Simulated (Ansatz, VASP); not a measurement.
MnO: VASP beside Ansatz

```
CELL_PARAMETERS angstrom
0.00000 2.22391 2.22391
2.22391 0.00000 2.22391
2.22391 2.22391 0.00000
ATOMIC_POSITIONS crystal
Mn 0.00000 0.00000 0.00000
O 0.50000 0.50000 0.50000
```

Alike in both runs: functional RPBE; k mesh 10 × 10 × 10; occupations fermi-dirac, width 0.05 eV; collinear spin.

```csv
,VASP,Ansatz
version,VASP 6.6.1,Ansatz 0.2.0
potentials or method,"VASP PAW PBE potentials, release 64 (Mn_pv, O), cutoff 520 eV","all-electron LAPW, scalar-relativistic"
task,single point,band structure
```

|  | VASP | Ansatz | Ansatz less VASP |
| --- | --- | --- | --- |
| gap on the k mesh at the Fermi level (eV) | none | none | - |
| pressure (GPa) | 5.8 | 5.6 | -0.21 |
| net moment per atom (μB) | 2.41 | 2.41 | +0.001 |
| size of the moment on the site where the two differ most (μB) | 0.20 | 0.23 | +0.030 |

VASP's potentials were made for PBE, not for RPBE. Site moments also hang on the region over which each program counts them. A gap of «none» marks a metal or a gap that the smearing closes. Ansatz ran all-electron here, and VASP with PAW potentials.
